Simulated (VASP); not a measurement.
# W3N4 (Pm-3m) in VASP: single point with PBE

Aim: the single point of W3N4 with PBE.

All numbers are computed with VASP 6.6.1; they aren't measurements. Logs are shortened: lines on timing, memory, paths and dates and some standing lists are left out, and cuts for length are marked.

## (1) The cell of the first run

It takes space group Pm-3m (No. 221, cubic). Conventional cell: a = 4.122 Å, b = 4.122 Å, c = 4.122 Å, α = 90.00°, β = 90.00°, γ = 90.00°. Within 2.7 Å of W (site symmetry 4/mmm) lie 6 N at 2.06 Å. Within 2.7 Å of N (site symmetry m-3m) lie 6 W at 2.06 Å. Within 2.7 Å of N (site symmetry 4/mmm) lie 4 W at 2.06 Å.

## (2) Single point, PBE

Contents of INCAR:

```
SYSTEM = W3N4
PREC = Accurate ; ENCUT = 520
EDIFF = 1E-7 ; ISMEAR = 0
SIGMA = 0.05 ; LREAL = Auto
LASPH = .True. ; NELM = 60
ALGO = Normal ; ISIF = 2
LWAVE = .False. ; LCHARG = .False.
GGA = PE ; NBANDS = 282
LUSENCCL = .False.
```

Contents of KPOINTS:

```
Automatic mesh
0
Gamma
  2 2 2
  0 0 0
```

Contents of POSCAR:

```
W3N4
1.0
    8.2440000000      0.0000000000      0.0000000000
    0.0000000000      8.2440000000      0.0000000000
    0.0000000000      0.0000000000      8.2440000000
W N
24 32
Direct
    0.2500000000      0.2500000000      0.0000000000
    0.2500000000      0.2500000000      0.5000000000
    0.2500000000      0.7500000000      0.0000000000
    0.2500000000      0.7500000000      0.5000000000
    0.7500000000      0.2500000000      0.0000000000
    0.7500000000      0.2500000000      0.5000000000
    0.7500000000      0.7500000000      0.0000000000
    0.7500000000      0.7500000000      0.5000000000
    0.0000000000      0.2500000000      0.2500000000
    0.0000000000      0.2500000000      0.7500000000
    0.0000000000      0.7500000000      0.2500000000
    0.0000000000      0.7500000000      0.7500000000
    0.5000000000      0.2500000000      0.2500000000
    0.5000000000      0.2500000000      0.7500000000
    0.5000000000      0.7500000000      0.2500000000
    0.5000000000      0.7500000000      0.7500000000
    0.2500000000      0.0000000000      0.2500000000
    0.2500000000      0.0000000000      0.7500000000
    0.2500000000      0.5000000000      0.2500000000
    0.2500000000      0.5000000000      0.7500000000
    0.7500000000      0.0000000000      0.2500000000
    0.7500000000      0.0000000000      0.7500000000
    0.7500000000      0.5000000000      0.2500000000
    0.7500000000      0.5000000000      0.7500000000
    0.2500000000      0.2500000000      0.2500000000
    0.2500000000      0.2500000000      0.7500000000
    0.2500000000      0.7500000000      0.2500000000
    0.2500000000      0.7500000000      0.7500000000
    0.7500000000      0.2500000000      0.2500000000
    0.7500000000      0.2500000000      0.7500000000
    0.7500000000      0.7500000000      0.2500000000
    0.7500000000      0.7500000000      0.7500000000
    0.2500000000      0.0000000000      0.0000000000
    0.2500000000      0.0000000000      0.5000000000
    0.2500000000      0.5000000000      0.0000000000
    0.2500000000      0.5000000000      0.5000000000
    0.7500000000      0.0000000000      0.0000000000
    0.7500000000      0.0000000000      0.5000000000
    0.7500000000      0.5000000000      0.0000000000
    0.7500000000      0.5000000000      0.5000000000
    0.0000000000      0.2500000000      0.0000000000
    0.0000000000      0.2500000000      0.5000000000
    0.0000000000      0.7500000000      0.0000000000
    0.0000000000      0.7500000000      0.5000000000
    0.5000000000      0.2500000000      0.0000000000
    0.5000000000      0.2500000000      0.5000000000
    0.5000000000      0.7500000000      0.0000000000
    0.5000000000      0.7500000000      0.5000000000
    0.0000000000      0.0000000000      0.2500000000
    0.0000000000      0.0000000000      0.7500000000
    0.0000000000      0.5000000000      0.2500000000
    0.0000000000      0.5000000000      0.7500000000
    0.5000000000      0.0000000000      0.2500000000
    0.5000000000      0.0000000000      0.7500000000
    0.5000000000      0.5000000000      0.2500000000
    0.5000000000      0.5000000000      0.7500000000
```

Potentials or basis: VASP PAW PBE potentials, release 64 (W_sv, N).

On the command line:

```console
> cat potpaw_PBE.64/W_sv/POTCAR potpaw_PBE.64/N/POTCAR > POTCAR
> mpirun -np 1 vasp_std > vasp.out
```

OUTCAR:

```text
SYSTEM = W3N4
   PREC = Accurate
   ENCUT = 520
   EDIFF = 1E-7
   ISMEAR = 0
   LREAL = Auto
   LASPH = .True.
   NELM = 60
   ISIF = 2
   GGA = PE

 ion  position               nearest neighbor table
   1  0.250  0.250  0.000-  25 2.06  26 2.06  33 2.06  35 2.06  41 2.06  45 2.06  19 2.91  20 2.91
                             9 2.91  10 2.91  13 2.91  14 2.91  17 2.91  18 2.91
   2  0.250  0.250  0.500-  25 2.06  26 2.06  34 2.06  36 2.06  42 2.06  46 2.06  19 2.91  20 2.91
                             9 2.91  10 2.91  13 2.91  14 2.91  17 2.91  18 2.91
   3  0.250  0.750  0.000-  27 2.06  28 2.06  33 2.06  35 2.06  43 2.06  47 2.06  19 2.91  20 2.91
                            11 2.91  12 2.91  15 2.91  16 2.91  17 2.91  18 2.91
   4  0.250  0.750  0.500-  27 2.06  28 2.06  34 2.06  36 2.06  44 2.06  48 2.06  19 2.91  20 2.91
                            11 2.91  12 2.91  15 2.91  16 2.91  17 2.91  18 2.91
   5  0.750  0.250  0.000-  29 2.06  30 2.06  37 2.06  39 2.06  41 2.06  45 2.06  23 2.91  24 2.91
                             9 2.91  10 2.91  13 2.91  14 2.91  21 2.91  22 2.91
   6  0.750  0.250  0.500-  29 2.06  30 2.06  38 2.06  40 2.06  42 2.06  46 2.06  23 2.91  24 2.91
                             9 2.91  10 2.91  13 2.91  14 2.91  21 2.91  22 2.91
   7  0.750  0.750  0.000-  31 2.06  32 2.06  37 2.06  39 2.06  43 2.06  47 2.06  23 2.91  24 2.91
                            11 2.91  12 2.91  15 2.91  16 2.91  21 2.91  22 2.91
   8  0.750  0.750  0.500-  31 2.06  32 2.06  38 2.06  40 2.06  44 2.06  48 2.06  23 2.91  24 2.91
                            11 2.91  12 2.91  15 2.91  16 2.91  21 2.91  22 2.91
   9  0.000  0.250  0.250-  25 2.06  29 2.06  41 2.06  42 2.06  49 2.06  51 2.06  21 2.91  23 2.91
[... 69 lines left out ...]
 A1 = (   8.2440000000,   0.0000000000,   0.0000000000)
 A2 = (   0.0000000000,   8.2440000000,   0.0000000000)
 A3 = (   0.0000000000,   0.0000000000,   8.2440000000)

Analysis of symmetry for initial positions (statically):
=====================================================================
 Subroutine PRICEL returns following result:

  LATTYP: Found a simple cubic cell.
 ALAT       =     4.1220000000

  Lattice vectors:

 A1 = (   4.1220000000,   0.0000000000,   0.0000000000)
 A2 = (   0.0000000000,   4.1220000000,   0.0000000000)
 A3 = (   0.0000000000,   0.0000000000,   4.1220000000)

   8 primitive cells build up your supercell.

 Routine SETGRP: Setting up the symmetry group for a
 simple cubic supercell.

 Subroutine GETGRP returns: Found 48 space group operations
 (whereof 48 operations were pure point group operations)
 out of a pool of 48 trial point group operations.

The static configuration has the point symmetry O_h .

Analysis of symmetry for dynamics (positions and initial velocities):
=====================================================================
 Subroutine PRICEL returns following result:

  LATTYP: Found a simple cubic cell.
 ALAT       =     4.1220000000

  Lattice vectors:

 A1 = (   4.1220000000,   0.0000000000,   0.0000000000)
 A2 = (   0.0000000000,   4.1220000000,   0.0000000000)
 A3 = (   0.0000000000,   0.0000000000,   4.1220000000)

   8 primitive cells build up your supercell.

 Routine SETGRP: Setting up the symmetry group for a
 simple cubic supercell.

 Subroutine GETGRP returns: Found 48 space group operations
 (whereof 48 operations were pure point group operations)
 out of a pool of 48 trial point group operations.

The dynamic configuration has the point symmetry O_h .

 Subroutine INISYM returns: Found 48 space group operations
 (whereof 48 operations are pure point group operations),
 and found     8 'primitive' translations

----------------------------------------------------------------------------------------

                                     Primitive cell

  volume of cell :      70.0364

  direct lattice vectors                    reciprocal lattice vectors
     4.122000000  0.000000000  0.000000000     0.242600679  0.000000000  0.000000000
     0.000000000  4.122000000  0.000000000     0.000000000  0.242600679  0.000000000
     0.000000000  0.000000000  4.122000000     0.000000000  0.000000000  0.242600679

  length of vectors
     4.122000000  4.122000000  4.122000000     0.242600679  0.242600679  0.242600679

  position of ions in fractional coordinates (direct lattice)
     0.500000000  0.500000000  0.000000000
     0.000000000  0.500000000  0.500000000
     0.500000000  0.000000000  0.500000000
     0.500000000  0.500000000  0.500000000
     0.500000000  0.000000000  0.000000000
     0.000000000  0.500000000  0.000000000
     0.000000000  0.000000000  0.500000000

  ion indices of the primitive-cell ions
   primitive index   ion index
                 1           1
                 2           9
                 3          17
                 4          25
                 5          33
                 6          41
                 7          49

----------------------------------------------------------------------------------------

 KPOINTS: Automatic mesh

Automatic generation of k-mesh.
 Grid dimensions read from file:
 generate k-points for:    2    2    2

 Generating k-lattice:

  Cartesian coordinates                     Fractional coordinates (reciprocal lattice)
     0.060650170  0.000000000  0.000000000     0.500000000  0.000000000  0.000000000
     0.000000000  0.060650170  0.000000000     0.000000000  0.500000000  0.000000000
     0.000000000  0.000000000  0.060650170     0.000000000  0.000000000  0.500000000

  Length of vectors
     0.060650170  0.060650170  0.060650170

  Shift w.r.t. Gamma in fractional coordinates (k-lattice)
     0.000000000  0.000000000  0.000000000

 Subroutine IBZKPT returns following result:
 ===========================================

 Found      4 irreducible k-points:

 Following reciprocal coordinates:
            Coordinates               Weight
  0.000000  0.000000  0.000000      1.000000
  0.500000  0.000000  0.000000      3.000000
  0.500000  0.500000  0.000000      3.000000
  0.500000  0.500000  0.500000      1.000000
   k-points           NKPTS =      4   k-points in BZ     NKDIM =      4   number of bands    NBANDS=    282
   number of dos      NEDOS =    301   number of ions     NIONS =     56
   total plane-waves  NPLWV = 262144
   dimension x,y,z NGX =    64 NGY =   64 NGZ =   64
   dimension x,y,z NGXF=   128 NGYF=  128 NGZF=  128
   ions per type =              24  32
   NGX,Y,Z   is equivalent  to a cutoff of  12.91, 12.91, 12.91 a.u.
   NGXF,Y,Z  is equivalent  to a cutoff of  25.81, 25.81, 25.81 a.u.
 SYSTEM =  W3N4
   PREC   = accura    normal or accurate (medium, high low for compatibility)
   ISTART =      0    job   : 0-new  1-cont  2-samecut
   ICHARG =      2    charge: 1-file 2-atom 10-const
   ISPIN  =      1    spin polarized calculation?
   LNONCOLLINEAR =      F non collinear calculations
   LSORBIT =      F    spin-orbit coupling
   LASPH  =      T    aspherical Exc in radial PAW
   ENCUT  =  520.0 eV  38.22 Ry    6.18 a.u.  15.33 15.33 15.33*2*pi/ulx,y,z
   NELM   =     60;   NELMIN=  2; NELMDL= -5     # of ELM steps
   EDIFF  = 0.1E-06   stopping-criterion for ELM
   LREAL  =      T    real-space projection
   EDIFFG = 0.1E-05   stopping-criterion for IOM
   NSW    =      0    number of steps for IOM
   IBRION =     -1    ionic relax: 0-MD 1-quasi-New 2-CG
   NFREE  =      0    steps in history (QN), initial steepest desc. (CG)
   ISIF   =      2    stress and relaxation
   ISYM   =      2    0-nonsym 1-usesym 2-fastsym
   POTIM  = 0.5000    time-step for ionic-motion
   TEBEG  =    0.0;   TEEND  =   0.0 temperature during run
   PSTRESS=    0.0 pullay stress
   NELECT =     496.0000    total number of electrons
   NUPDOWN=      -1.0000    fix difference up-down
   EMIN   =  10.00;   EMAX   =-10.00  energy-range for DOS
   EFERMI =   0.00;   METHOD = LEGACY
   ISMEAR =     0;   SIGMA  =   0.05  broadening in eV -4-tet -1-fermi 0-gaus
   EFERMI_NEDOS =   21; number of points for ismear=-14 and -15
   IALGO  =     38    algorithm
   IMIX   =      4    mixing-type and parameters
     AMIX     =   0.40;   BMIX     =  1.00
     AMIX_MAG =   1.60;   BMIX_MAG =  1.00
  volume/ion in A,a.u.               =      10.01        67.52
  Fermi-wavevector in a.u.,A,eV,Ry     =   1.571921  2.970500 33.619124  2.470936
  Thomas-Fermi vector in A             =   2.673433
   LORBIT       =      0    0 simple, 1 ext, 2 COOP (PROOUT), +10 PAW based schemes
   GGA     = PE    functional components
   LHFCALC =     F    Hartree Fock is set to
   AEXX    =    0.0000 exact exchange contribution
   IVDW    =     0    specifies the selected vdW correction
   LEPSILON=     F    determine dielectric tensor
   LRPA    =     F    only Hartree local field effects (RPA)
 non-spin polarized calculation
 Gauss-broadening in eV      SIGMA  =   0.05
  energy-cutoff  :      520.00
  volume of cell :      560.29
 maximum number of plane-waves:     15192
 NGX is ok and might be reduce to    64
   NGX = 31   NGY = 31   NGZ = 31

 number of electron     496.0000056 magnetization

 Free energy of the ion-electron system (eV)
  ---------------------------------------------------
  ext. energy  EPLUGINS =         0.00000000
  ---------------------------------------------------
  free energy    TOTEN  =      -573.85394444 eV

  energy without entropy =     -573.80694430  energy(sigma->0) =     -573.83044437

 E-fermi :  11.9048     XC(G=0): -13.3748

 val. band max:       11.8749120812   @ k =   0.5000   0.5000   0.0000
 cond. band min:      11.9497793343   @ k =   0.5000   0.0000   0.0000
 fundamental gap:      0.0748672531
 Fermi energy:        11.9048157842

 k-point     1 :       0.0000    0.0000    0.0000
  band No.  band energies     occupation
      1     -64.0835      2.00000
      2     -64.0537      2.00000
      3     -64.0537      2.00000
      4     -64.0537      2.00000
      5     -64.0240      2.00000
      6     -64.0240      2.00000
[... 1041 lines left out ...]
    259      12.7464      0.00000
    260      12.7464      0.00000
 [bands above 260 left out]

------------------------ aborting loop because EDIFF is reached ----------------------------------------

  FORCE on cell =-STRESS in cart. coord.  units (eV):
  Direction    XX          YY          ZZ          XY          YZ          ZX
  --------------------------------------------------------------------------------------
  -------------------------------------------------------------------------------------
  Total      105.9309457    105.9309457    105.9309457     -0.0000000      0.0000000     -0.0000000
  in kB      302.9140954    302.9140954    302.9140954     -0.0000000      0.0000000     -0.0000000
  external PRESSURE =     302.9140954 kB  Pullay stress =       0.0000000 kB

 VOLUME and BASIS-vectors are now :
 -----------------------------------------------------------------------------
  energy-cutoff  :      520.00
  volume of cell :      560.29
      direct lattice vectors                 reciprocal lattice vectors
     8.244000000  0.000000000  0.000000000     0.121300340  0.000000000  0.000000000
     0.000000000  8.244000000  0.000000000     0.000000000  0.121300340  0.000000000
     0.000000000  0.000000000  8.244000000     0.000000000  0.000000000  0.121300340

 POSITION                                       TOTAL-FORCE (eV/Angst)
 -----------------------------------------------------------------------------------
      2.06100      2.06100      0.00000        -0.000000     -0.000000      0.000000
      2.06100      2.06100      4.12200        -0.000000      0.000000      0.000000
      2.06100      6.18300      0.00000        -0.000000      0.000000     -0.000000
      2.06100      6.18300      4.12200         0.000000      0.000000     -0.000000
      6.18300      2.06100      0.00000         0.000000     -0.000000      0.000000
      6.18300      2.06100      4.12200        -0.000000     -0.000000     -0.000000
[... 48 lines left out ...]
      4.12200      4.12200      2.06100         0.000000     -0.000000     -0.000000
      4.12200      4.12200      6.18300        -0.000000     -0.000000      0.000000
 -----------------------------------------------------------------------------------
    total drift:                                0.000000      0.000000      0.000000

  FREE ENERGIE OF THE ION-ELECTRON SYSTEM (eV)
  ---------------------------------------------------
  free  energy   TOTEN  =      -573.8539444419 eV

  energy  without entropy=     -573.8069442998  energy(sigma->0) =     -573.83044437
```

It took 3.5 min on 1 × NVIDIA H100 80GB with 1 thread of Intel Xeon Platinum 8481C at 2.70GHz (Sapphire Rapids), shared host; peak memory 1.7 GiB.

What came out:

- Free energy: -573.8539 eV
- Pressure: 30.3 GPa
- Band gap on the k mesh: zero (bands 248 and 249 overlap by 0.27 eV)

Caveat: the k points lie up to 0.38 Å⁻¹ apart; spin-orbit coupling is left out, which moves the levels of the heavy elements.

The gap in the log of VASP goes by the Fermi energy; the results here count the filled bands.